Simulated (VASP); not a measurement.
Input of a VASP 6.6.1 run:

INCAR

```
ALGO = Normal
EDIFF = 1E-6
ENCUT = 520
GGA = PE
ISIF = 2
ISMEAR = 0
LASPH = True
LCHARG = False
LREAL = False
LWAVE = False
NBANDS = 69
NELM = 60
PREC = Accurate
SIGMA = 0.02
```

File KPOINTS:

```
k-points
0
Gamma
  9 9 2
```

POSCAR

```
CaSe
1.0
    4.1509202507      0.0000000000      0.0000000000
   -2.0754601253      3.5948023862      0.0000000000
    0.0000000000      0.0000000000     25.0371392968
Ca Se
7 7
Direct
    0.0000000000      0.0000000000      0.0000000000
    0.3333333333      0.6666666667      0.1422658249
    0.0000000000      0.0000000000      0.2883047847
    0.3333333333      0.6666666667      0.4306333951
    0.6666666667      0.3333333333      0.5693666049
    0.0000000000      0.0000000000      0.7116952153
    0.6666666667      0.3333333333      0.8577341751
    0.6666666667      0.3333333333      0.0695250019
    0.6666666667      0.3333333333      0.2152760538
    0.6666666667      0.3333333333      0.3610381991
    0.0000000000      0.0000000000      0.5000000000
    0.3333333333      0.6666666667      0.6389618009
    0.3333333333      0.6666666667      0.7847239462
    0.3333333333      0.6666666667      0.9304749981
```

Potentials or basis: VASP PAW PBE potentials, release 64 (Ca_sv, Se).

Run with:

```console
$ cat potpaw_PBE.64/Ca_sv/POTCAR potpaw_PBE.64/Se/POTCAR > POTCAR
$ mpirun -np 1 vasp_std > vasp.out
```

Task: Estimate the band gap on the k mesh.

Result: 1.86 eV (least direct gap 2.34 eV).

Task: What does it give for the largest force?

Result: 0.005 eV/Å.

Task: Predict the pressure.

Result: 0.2 GPa.

Forces in eV/Å, atoms in the order of the input:
```
Ca   0.000  0.000  0.000
Ca   0.000  0.000 -0.003
Ca   0.000  0.000  0.001
Ca   0.000  0.000  0.000
Ca   0.000  0.000  0.000
Ca   0.000  0.000 -0.001
Ca   0.000  0.000  0.003
Se   0.000  0.000  0.005
Se   0.000  0.000  0.001
Se   0.000  0.000 -0.001
Se   0.000  0.000  0.000
Se   0.000  0.000  0.001
Se   0.000  0.000 -0.001
Se   0.000  0.000 -0.005
```

A k mesh can miss the band edges.
